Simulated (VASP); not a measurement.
# AlN (Fm-3m) in VASP: a series of runs, part 2 of 2

VASP 6.6.1.

### Step 3. Relaxation of cell and atoms, r2SCAN+rVV10

This run uses another cell than the first one, of 8.27 Å³/atom, 1.009 times its volume.

File POSCAR:

```
AlN
1.0
    0.0000000000      2.0226095020      2.0226095020
    2.0226095020      0.0000000000      2.0226095020
    2.0226095020      2.0226095020      0.0000000000
Al N
1 1
Direct
    0.0000000000      0.0000000000      0.0000000000
    0.5000000000      0.5000000000      0.5000000000
```

File INCAR.step1:

```
SYSTEM = AlN
PREC = Accurate ; ENCUT = 600
ISMEAR = -1 ; SIGMA = 0.03
LREAL = .FALSE. ; LASPH = .TRUE.
NELM = 60 ; GGA = PE
ALGO = Normal ; EDIFF = 1E-4
LWAVE = .TRUE. ; LCHARG = .FALSE.
```

File INCAR.step2:

```
SYSTEM = AlN
PREC = Accurate ; ENCUT = 600
EDIFF = 1E-6 ; ISMEAR = -1
SIGMA = 0.03 ; LREAL = .FALSE.
LASPH = .TRUE. ; NELM = 60
ALGO = Normal ; ISIF = 3
LWAVE = .FALSE. ; LCHARG = .FALSE.
METAGGA = R2SCAN ; LMIXTAU = .TRUE.
LUSE_VDW = .TRUE. ; IVDW_NL = 2
BPARAM = 11.95 ; CPARAM = 0.0093
IBRION = 2 ; NSW = 100
EDIFFG = -0.01 ; ISTART = 1
```

File KPOINTS:

```
regular mesh
0
G
  10 10 10
  0 0 0
```

Potentials or basis: VASP PAW PBE potentials, release 64 (Al, N).

Started as:

```console
> cat potpaw_PBE.64/Al/POTCAR potpaw_PBE.64/N/POTCAR > POTCAR
> cp INCAR.step1 INCAR
> mpirun -np 1 vasp_std > vasp.out
> cp INCAR.step2 INCAR
> mpirun -np 1 vasp_std > vasp.out
```

OUTCAR:

```text
SYSTEM = AlN
   PREC = Accurate
   ENCUT = 600
   EDIFF = 1E-6
   ISMEAR = -1
   LREAL = .FALSE.
   LASPH = .TRUE.
   NELM = 60
   ISIF = 3
   METAGGA = R2SCAN
   IVDW_NL = 2
   BPARAM = 11.95
   IBRION = 2
   NSW = 100
   EDIFFG = -0.01
   ISTART = 1

 ion  position               nearest neighbor table
   1  0.000  0.000  0.000-   2 2.02   2 2.02   2 2.02   2 2.02   2 2.02   2 2.02
   2  0.500  0.500  0.500-   1 2.02   1 2.02   1 2.02   1 2.02   1 2.02   1 2.02

  LATTYP: Found a face centered cubic cell.
 ALAT       =     4.0452190040

  Lattice vectors:

 A1 = (   0.0000000000,   2.0226095020,   2.0226095020)
 A2 = (   2.0226095020,   0.0000000000,   2.0226095020)
 A3 = (   2.0226095020,   2.0226095020,   0.0000000000)

Analysis of symmetry for initial positions (statically):
=====================================================================
 Subroutine PRICEL returns:
 Original cell was already a primitive cell.

 Routine SETGRP: Setting up the symmetry group for a
 face centered cubic supercell.

 Subroutine GETGRP returns: Found 48 space group operations
[... 173 lines left out ...]
  --------------------------------------------------------------------------------------
  -------------------------------------------------------------------------------------
  Total       -0.3142081     -0.3142081     -0.3142081     -0.0000000     -0.0000000      0.0000000
  in kB      -30.4201833    -30.4201833    -30.4201833     -0.0000000     -0.0000000      0.0000000
  external PRESSURE =     -30.4201833 kB  Pullay stress =       0.0000000 kB
[... 59 lines left out ...]
--------------------------------------- Ionic step        3  -------------------------------------------

 number of electron       7.9999999 magnetization

 Free energy of the ion-electron system (eV)
  ---------------------------------------------------
  ext. energy  EPLUGINS =         0.00000000
  ---------------------------------------------------
  free energy    TOTEN  =       -18.75240113 eV

  energy without entropy =      -18.75240113  energy(sigma->0) =      -18.75240113

 E-fermi :  10.4829     XC(G=0): -12.9526

 val. band max:        9.8985493362   @ k =   0.0000   0.0000   0.0000
 cond. band min:      15.4648382087   @ k =   0.5000   0.5000   0.0000
 fundamental gap:      5.5662888725
 Fermi energy:        10.4828702607

 k-point     1 :       0.0000    0.0000    0.0000
  band No.  band energies     occupation
      1      -8.6047      2.00000
      2       9.8985      2.00000
      3       9.8985      2.00000
      4       9.8985      2.00000
      5      16.5460      0.00000
      6      22.8188      0.00000
      7      22.8188      0.00000
      8      22.8188      0.00000
[... 243 lines left out ...]
 k-point    24 :       0.4000    0.3000    0.0000
  band No.  band energies     occupation
      1      -5.5422      2.00000
      2       3.8247      2.00000
      3       6.9940      2.00000
      4       7.5094      2.00000
      5      16.9072      0.00000
      6      17.6421      0.00000
      7      23.3450      0.00000
      8      26.8245      0.00000

 [... further k-points ...]
[... 5 lines left out ...]
  --------------------------------------------------------------------------------------
  -------------------------------------------------------------------------------------
  Total        0.0112812      0.0112812      0.0112812     -0.0000000      0.0000000      0.0000000
  in kB        1.1047904      1.1047904      1.1047904     -0.0000000      0.0000000      0.0000000
  external PRESSURE =       1.1047904 kB  Pullay stress =       0.0000000 kB
[... 17 lines left out ...]
  FREE ENERGIE OF THE ION-ELECTRON SYSTEM (eV)
  ---------------------------------------------------
  free  energy   TOTEN  =       -18.7524011315 eV

  energy  without entropy=      -18.7524011315  energy(sigma->0) =      -18.75240113

 reached required accuracy - stopping structural energy minimisation
```

OUTCAR.step1:

```text
SYSTEM = AlN
   PREC = Accurate
   ENCUT = 600
   ISMEAR = -1
   LREAL = .FALSE.
   LASPH = .TRUE.
[... 484 lines left out ...]
      0.00000      0.00000      0.00000         0.000000     -0.000000      0.000000
      2.02261      2.02261      2.02261        -0.000000      0.000000     -0.000000
 -----------------------------------------------------------------------------------
    total drift:                               -0.000000     -0.000000      0.000000

  FREE ENERGIE OF THE ION-ELECTRON SYSTEM (eV)
  ---------------------------------------------------
  free  energy   TOTEN  =       -14.5431634784 eV

  energy  without entropy=      -14.5431634784  energy(sigma->0) =      -14.54316348
```

It took 3.8 min on 1 thread of Intel Xeon 6975P-C, shared host; peak memory 0.22 GiB.

What came out:

```
Free energy                            : -18.7524 eV
Relaxed volume                         : 8.18 Å³/atom
Relaxed cell                           : a = 2.849 Å, b = 2.849 Å, c = 2.849 Å, α = 60.00°, β = 60.00°, γ = 60.00°
Space group after relaxing (to 0.05 Å) : Fm-3m (No. 225)
Energy gained by relaxing              : 0.9 meV/atom
Ionic steps                            : 3
Pressure after relaxing                : 0.1 GPa
Band gap on the k mesh                 : 5.57 eV, indirect (least direct gap 6.65 eV)
```

Step by step:
```tsv
step	energy change (eV)	largest force (eV/Å)	pressure (GPa)	volume (Å³)
1	0.0000	0.0000	-3.04	16.55
2	0.0001	0.0000	3.37	16.18
3	-0.0018	0.0000	0.11	16.36
```

Final structure:
```
CELL_PARAMETERS angstrom
0.00000 2.01489 2.01489
2.01489 0.00000 2.01489
2.01489 2.01489 0.00000
ATOMIC_POSITIONS crystal
Al 0.00000 0.00000 0.00000
N 0.50000 0.50000 0.50000
```

Caveat: the PAW data sets were made with another functional, which shifts forces and pressure a little. A k mesh can miss the band edges.
